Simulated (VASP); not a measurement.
Input of a VASP 6.6.1 run:

Contents of INCAR:

```
PREC = Accurate ; ENCUT = 520
EDIFF = 1E-8 ; ISMEAR = 0
SIGMA = 0.01 ; LREAL = F
LASPH = T ; NELM = 80
ALGO = Normal ; ISIF = 2
LWAVE = F ; LCHARG = F
METAGGA = R2SCAN ; LMIXTAU = T
IBRION = 6 ; NFREE = 2
POTIM = 0.015 ; NSW = 1
```

Contents of KPOINTS:

```
Automatic mesh
0
Gamma
  8 8 8
```

The input POSCAR:

```
MgO
1.0
    0.0000000000      2.1160884794      2.1160884794
    2.1160884794      0.0000000000      2.1160884794
    2.1160884794      2.1160884794      0.0000000000
Mg O
1 1
Direct
    0.0000000000      0.0000000000      0.0000000000
    0.5000000000      0.5000000000      0.5000000000
```

Potentials or basis: VASP PAW PBE potentials, release 64 (Mg, O).

Run with:

```bash
$ cat potpaw_PBE.64/Mg/POTCAR potpaw_PBE.64/O/POTCAR > POTCAR
$ mpirun -np 1 vasp_std > vasp.out
```

Q: Predict the highest phonon frequency at Γ, LO-TO splitting left out.

A: 382 cm⁻¹.

Phonon frequencies in cm⁻¹ (negative: imaginary):
```csv
q point,frequencies
"(0.000, 0.000, 0.000)",-2 -2 -2 382 382 382
```

Caveat: the cell wasn't relaxed at this level first, which shifts response properties.
